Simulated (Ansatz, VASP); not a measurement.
## Two plane-wave programs on ZnPtC6N6

```xyz
14
Lattice="0.0000 5.2552 5.2552 5.2552 0.0000 5.2552 5.2552 5.2552 0.0000" Properties=species:S:1:pos:R:3 pbc="T T T"
Zn    5.2552    5.2552    5.2552
Pt    0.0000    0.0000    0.0000
C     5.2552    5.2552    2.0285
C     5.2552    5.2552    8.4819
C     2.0285    5.2552    5.2552
C     8.4819    5.2552    5.2552
C     5.2552    2.0285    5.2552
C     5.2552    8.4819    5.2552
N     5.2552    5.2552    3.1205
N     5.2552    5.2552    7.3899
N     3.1205    5.2552    5.2552
N     7.3899    5.2552    5.2552
N     5.2552    3.1205    5.2552
N     5.2552    7.3899    5.2552
```

Alike in both runs: task electric field gradients; functional PBE; k mesh 6 × 6 × 6; occupations fermi-dirac, width 0.05 eV; no spin polarisation.

|  | VASP | Ansatz |
| --- | --- | --- |
| version | VASP 6.6.1 | Ansatz 0.2.0 |
| potentials or method | VASP PAW PBE potentials, release 64 (Zn, Pt, C, N) | plane-wave PAW, scalar-relativistic |
| plane-wave cutoff (eV) | 520 | 420 |
| valence electrons in the cell | 76 | 84 |

|  | VASP | Ansatz | Ansatz less VASP |
| --- | --- | --- | --- |
| gap on the k mesh at the Fermi level (eV) | 5.08 | 5.14 | +0.063 |
| pressure (GPa) | 12.4 | 11.4 | -1.03 |
| rms of the force components (eV/Å) | 5.657 | 5.102 | -0.5551 |
| size of Vzz on the site where it differs most (V/Å²) | 86.9 | 70.6 | -16.21 |

Atom by atom the forces differ by 0.555 eV/Å (rms over components). With one functional, cell and mesh, what is left measures potentials, basis and numerics. VASP's potentials hold 76 valence electrons a cell and Ansatz's 84, so a difference there can come from the potentials and not from the codes.

Spin-orbit coupling is off throughout. Noted on VASP's run: the standard files for N, O and F lose accuracy on very short bonds.
